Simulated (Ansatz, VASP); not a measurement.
TiO2: VASP beside Ansatz

```
Ti O
1.0
     4.59124    0.00000    0.00000
     0.00000    4.59124    0.00000
     0.00000    0.00000    2.93901
Ti O
2 4
Cartesian
  2.2956 2.2956 0.0000
  0.0000 0.0000 1.4695
  3.1935 3.1935 1.4695
  3.6934 0.8979 0.0000
  0.8979 3.6934 0.0000
  1.3978 1.3978 1.4695
```

Alike in both runs: functional PBEsol; k mesh 6 × 6 × 10; occupations gaussian, width 0.02 eV; no spin polarisation.

Ansatz relaxed the structure, and its values are those at the end. VASP's run is a single point on that final structure, the one shown.

```csv
,VASP,Ansatz
version,VASP 6.6.1,Ansatz 0.2.0
potentials or method,"VASP PAW PBE potentials, release 64 (Ti_sv, O), cutoff 520 eV","scalar-relativistic, plane waves, PAW"
valence electrons in the cell,48,48
```

|  | VASP | Ansatz | Ansatz less VASP |
| --- | --- | --- | --- |
| gap on the k mesh at the Fermi level (eV) | 1.84 | 1.87 | +0.028 |
| least direct gap on the mesh (eV) | 1.84 | 1.87 | +0.028 |
| pressure (GPa) | 0.7 | 0.0 | -0.67 |
| rms of the force components (eV/Å) | 0.012 | 0.000 | -0.0118 |

VASP's potentials were made for PBE, not for PBEsol. With one functional, cell and mesh, what is left measures potentials, basis and numerics.
